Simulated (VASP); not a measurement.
PbS: single point with PBE-based screened hybrid with 50 % exact exchange

The system is PbS.

```
Pb S
1.0
     0.00000    2.96575    2.96575
     2.96575    0.00000    2.96575
     2.96575    2.96575    0.00000
Pb S
1 1
Direct
  0.00000 0.00000 0.00000
  0.50000 0.50000 0.50000
```

```yaml
Program: VASP 6.6.1
Task: single point
Functional: PBE-based screened hybrid with 50 % exact exchange
Potentials_or_basis: VASP PAW PBE potentials, release 64 (Pb_d, S)
Cutoff: 520 eV
k_mesh: 4 × 4 × 4
Occupations: fermi-dirac, width 0.05 eV
Spin: no spin polarisation
Dipole_correction: no
Grid_for_exact_exchange_PRECFOCK: Normal
Share_of_exact_exchange: 0.5
Further_INCAR_settings: ALGO = Normal; EDIFF = 1e-07; NBANDS = 17
Screening_parameter: 0.2 1/Å
```

| Item | Value |
| --- | --- |
| Pressure | 0.2 GPa |
| Band gap on the k mesh | 1.33 eV |

Levels at points of the mesh, in eV from the valence-band top:
```csv
k point,band 6,band 7,band 8,band 9,band 10,band 11,band 12,band 13,band 14,band 15
"(0.00, 0.00, 0.00)",-16.69,-6.74,-2.94,-2.94,-2.94,6.95,6.95,6.95,8.17,8.17
"(0.50, 0.00, 0.00)",-15.31,-10.48,-2.53,-2.53,0.00,1.33,3.08,3.08,10.32,12.12
"(0.50, 0.50, 0.00)",-14.76,-8.18,-6.52,-4.43,-4.43,4.92,7.43,7.54,7.54,13.27
```

Run time: 10 min on 1 thread of Intel Xeon 8259CL, with other jobs on the host, peak memory 0.26 GiB.

Caveat: the k points lie up to 0.46 Å⁻¹ apart; the PAW data sets were made with another functional, which shifts forces and pressure a little; spin-orbit coupling is left out, which moves the levels of the heavy elements. A k mesh can miss the band edges.
